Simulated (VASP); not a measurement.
Set up this calculation in VASP 6.6.1, as the native input.

* Task: single point
* Functional: PBE
* Potentials or basis: VASP PAW PBE potentials, release 64 (Mn_pv, O)
* Cutoff: 520 eV
* k mesh: 9 × 9 × 9
* Occupations: fermi-dirac, width 0.05 eV
* Spin: collinear spin, ferromagnetic start
* Starting moments: [4.0, 0.0] μB
* Fixed moment: 4 μB
* Dipole correction: no
* Further INCAR settings: ALGO = Normal; EDIFF = 1e-07; NBANDS = 20

The structure of MnO lies in POSCAR:

```
MnO
1.0
    0.0000000000      2.2220003300      2.2220003300
    2.2220003300      0.0000000000      2.2220003300
    2.2220003300      2.2220003300      0.0000000000
Mn O
1 1
Direct
    0.0000000000      0.0000000000      0.0000000000
    0.5000000000      0.5000000000      0.5000000000
```

These files were run (other wordings do the same):

INCAR

```
ALGO = Normal
EDIFF = 1E-7
ENCUT = 520
GGA = PE
ISIF = 2
ISMEAR = -1
ISPIN = 2
LASPH = T
LCHARG = F
LMAXMIX = 4
LORBIT = 11
LREAL = F
LWAVE = F
MAGMOM = 4 0
NBANDS = 20
NELM = 150
NUPDOWN = 4.0
PREC = Accurate
SIGMA = 0.05
```

KPOINTS

```
k-points
0
Gamma
  9 9 9
```

Potentials or basis: VASP PAW PBE potentials, release 64 (Mn_pv, O).

Run with:

```console
$ cat potpaw_PBE.64/Mn_pv/POTCAR potpaw_PBE.64/O/POTCAR > POTCAR
$ mpirun -np 1 vasp_std > vasp.out
```

Results of the run:

The pressure is -12.3 GPa, the net moment is 4.00 μB per cell and the site moments are Mn +3.77; O +0.07 μB. The valence electrons inside the program's atomic spheres are Mn 11.37; O 4.94.

Caveat: the total moment is fixed, so each spin has its own Fermi level; a cell with one magnetic atom can't hold antiferromagnetic order, which such compounds often take.

Wall time 54 s on 1 thread of Intel Xeon 6975P-C, on a shared host, peak memory 0.16 GiB.
